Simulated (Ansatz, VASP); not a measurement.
Al in VASP and in Ansatz

File INCAR:

```
SYSTEM = Al
PREC = Accurate ; ENCUT = 520
EDIFF = 1E-7 ; ISMEAR = -1
SIGMA = 0.1 ; LREAL = .False.
LASPH = .True. ; NELM = 100
ALGO = Normal ; ISIF = 2
LWAVE = .False. ; LCHARG = .False.
GGA = CA ; NBANDS = 8
```

KPOINTS

```
regular mesh
0
Gamma
  15 15 15
  0 0 0
```

File POSCAR:

```
Al
1.0
   -1.5951970475      1.5951970475      1.5912190000
    1.5951970475     -1.5951970475      1.5912190000
    1.5872409525      1.5872409525     -1.5912190000
Al
1
Direct
    0.0000000000      0.0000000000      0.0000000000
```

Input for Ansatz:

```yaml
crystal:
  lattice:
    - [-1.5951970475, 1.5951970475, 1.591219]
    - [1.5951970475, -1.5951970475, 1.591219]
    - [1.5872409525, 1.5872409525, -1.591219]
  atoms:
    - { symbol: Al, position: [0.0, 0.0, 0.0] }
basis:
  ecutwfc: 520.0
kpoints:
  mp_grid:
    grid: [15, 15, 15]
hamiltonian:
  xc: lda
scf:
  occupations:
    method: fermi_dirac
    width: 0.1
output:
  stress: true
```

Alike in both runs: task single point; functional LDA; k mesh 15 × 15 × 15; occupations fermi-dirac, width 0.1 eV; no spin polarisation.

|  | VASP | Ansatz |
| --- | --- | --- |
| version | VASP 6.6.1 | Ansatz 0.2.0 |
| potentials or method | VASP PAW LDA potentials, release 64 (Al), cutoff 520 eV | plane waves, PAW |
| valence electrons in the cell | 3 | 3 |

|  | VASP | Ansatz | Ansatz less VASP |
| --- | --- | --- | --- |
| pressure (GPa) | 0.5 | 0.4 | -0.07 |
| traceless stress, the component that is largest in VASP (GPa) | 0.18 | 0.18 | -0.002 |

LDA's correlation is that of Perdew and Zunger in VASP and of Perdew and Wang (1992) in Ansatz.
